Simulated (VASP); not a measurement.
Set up this calculation in VASP 6.6.1, as the native input.

```yaml
Task: single point
Functional: LDA
Potentials_or_basis: VASP PAW LDA potentials, release 64 (Zn)
Cutoff: 520 eV
k_mesh: 2 × 2 × 3
Occupations: gaussian, width 0.1 eV
Spin: no spin polarisation
Dipole_correction: no
Further_INCAR_settings: LREAL = Auto; ALGO = Normal; EDIFF = 1e-06; NBANDS = 116
```

The structure of Zn (a cell with a defect) lies in POSCAR:

```
Zn
1.0
    7.9977453100      0.0000000100      0.0000000000
   -3.9988726600      6.9262506100      0.0000000000
    0.0000000000      0.0000000000      4.9584000700
Zn
17
Direct
    0.1181958270      0.2282356051      0.2498015454
    0.2254037813      0.1115031842      0.7484363802
    0.0961127825      0.5437078747      0.2500306515
    0.2246798013      0.4426822202      0.7519486018
    0.0916040535      0.8864568068      0.2510507386
    0.2263738101      0.7767459338      0.7479864367
    0.4488783241      0.2193599512      0.2510376296
    0.5635869989      0.1131844686      0.7609041116
    0.4529897373      0.5655567804      0.2481237864
    0.5646750757      0.4453721310      0.7473610333
    0.4200800788      0.8816786079      0.2495688090
    0.5642390222      0.7814494882      0.7443090408
    0.8918825990      0.1136727553      0.7452754816
    0.7766063238      0.5532730777      0.2491900578
    0.8916261428      0.4410760111      0.7492795957
    0.7671095888      0.9645798815      0.2455685267
    0.8926052428      0.7776210095      0.7544788535
```

One way to write it, as run:

INCAR

```
PREC = Accurate
ENCUT = 520
EDIFF = 1E-6
ISMEAR = 0
SIGMA = 0.1
LREAL = Auto
LASPH = True
NELM = 80
ALGO = Normal
ISIF = 2
LWAVE = False
LCHARG = False
NBANDS = 116
```

KPOINTS

```
regular mesh
0
Gamma
  2 2 3
```

Potentials or basis: VASP PAW LDA potentials, release 64 (Zn).

Command:

```console
$ cat potpaw_LDA.64/Zn/POTCAR > POTCAR
$ mpirun -np 1 vasp_std > vasp.out
```

Results of the run:

```json
{
  "Pressure": "-8.4 GPa",
  "Largest force": "0.406 eV/Å",
  "Band gap on the k mesh": "zero (bands 102 and 103 overlap by 1.68 eV)"
}
```

Caveat: the k points lie up to 0.45 Å⁻¹ apart, too coarse for converged energies and pressures of a metal.

Run time: 19 min on 1 thread of Oxide Virtual Turin-like Processor (shared host), peak memory 0.34 GiB.
